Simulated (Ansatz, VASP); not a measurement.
**C: VASP beside Ansatz**

Contents of INCAR:

```
SYSTEM = C
PREC = Accurate
ENCUT = 520
EDIFF = 1E-6
ISMEAR = 0
SIGMA = 0.05
LREAL = .FALSE.
LASPH = .TRUE.
NELM = 80
ALGO = Normal
ISIF = 2
LWAVE = .FALSE.
LCHARG = .TRUE.
GGA = PS
LELF = .TRUE.
LVHAR = .TRUE.
NBANDS = 31
```

The input KPOINTS:

```
Automatic mesh
0
G
  12 12 12
  0 0 0
```

File POSCAR:

```
C
1.0
    1.2784500000      0.7381134516     10.3162177860
   -1.2784500000      0.7381134516     10.3162177860
    0.0000000000     -1.4762269033     10.3162177860
C
10
Direct
    0.0248220069      0.0248220069      0.0248220069
    0.9751779931      0.9751779931      0.9751779931
    0.1086877374      0.1086877374      0.1086877374
    0.8913122626      0.8913122626      0.8913122626
    0.1583652898      0.1583652898      0.1583652898
    0.8416347102      0.8416347102      0.8416347102
    0.3748635523      0.3748635523      0.3748635523
    0.6251364477      0.6251364477      0.6251364477
    0.4253181912      0.4253181912      0.4253181912
    0.5746818088      0.5746818088      0.5746818088
```

Input for Ansatz:

```yaml
crystal:
  lattice:
    - [1.27845, 0.7381134516, 10.316217786]
    - [-1.27845, 0.7381134516, 10.316217786]
    - [0.0, -1.4762269033, 10.316217786]
  atoms:
    - { symbol: C, position: [0.0248220069, 0.0248220069, 0.0248220069] }
    - { symbol: C, position: [0.9751779931, 0.9751779931, 0.9751779931] }
    - { symbol: C, position: [0.1086877374, 0.1086877374, 0.1086877374] }
    - { symbol: C, position: [0.8913122626, 0.8913122626, 0.8913122626] }
    - { symbol: C, position: [0.1583652898, 0.1583652898, 0.1583652898] }
    - { symbol: C, position: [0.8416347102, 0.8416347102, 0.8416347102] }
    - { symbol: C, position: [0.3748635523, 0.3748635523, 0.3748635523] }
    - { symbol: C, position: [0.6251364477, 0.6251364477, 0.6251364477] }
    - { symbol: C, position: [0.4253181912, 0.4253181912, 0.4253181912] }
    - { symbol: C, position: [0.5746818088, 0.5746818088, 0.5746818088] }
basis:
  ecutwfc: 520.0
kpoints:
  mp_grid: { grid: [12, 12, 12] }
hamiltonian:
  xc: pbesol
  pseudopotentials: { kind: paw, azcp: { folder: soft_1 } }
scf:
  occupations: { method: gaussian, width: 0.05 }
output:
  forces: true
  stress: true
  eigenvalues: true
```

Alike in both runs: task single point; functional PBEsol; k mesh 12 × 12 × 12; occupations gaussian, width 0.05 eV; no spin polarisation.

```csv
,VASP,Ansatz
version,VASP 6.6.1,Ansatz 0.2.0
potentials or method,"VASP PAW PBE potentials, release 64 (C), cutoff 520 eV","scalar-relativistic, plane waves, PAW"
valence electrons in the cell,40,40
```

Ansatz gave:

| Quantity | Value |
| --- | --- |
| gap on the k mesh at the Fermi level (eV) | 4.11 |
| least direct gap on the mesh (eV) | 5.01 |
| pressure (GPa) | -16.3 |
| traceless stress, the component that is largest in VASP (GPa) | 14.76 |
| rms of the force components (eV/Å) | 0.036 |

**Question.** Estimate VASP's values.

**Answer.** gap on the k mesh at the Fermi level (eV): 4.10; least direct gap on the mesh (eV): 5.01; pressure (GPa): -15.4; traceless stress, the component that is largest in VASP (GPa): 14.84; rms of the force components (eV/Å): 0.039.

VASP's potentials were made for PBE, not for PBEsol, and Ansatz warns of the same on its side. Atom by atom the forces differ by 0.003 eV/Å (rms over components).
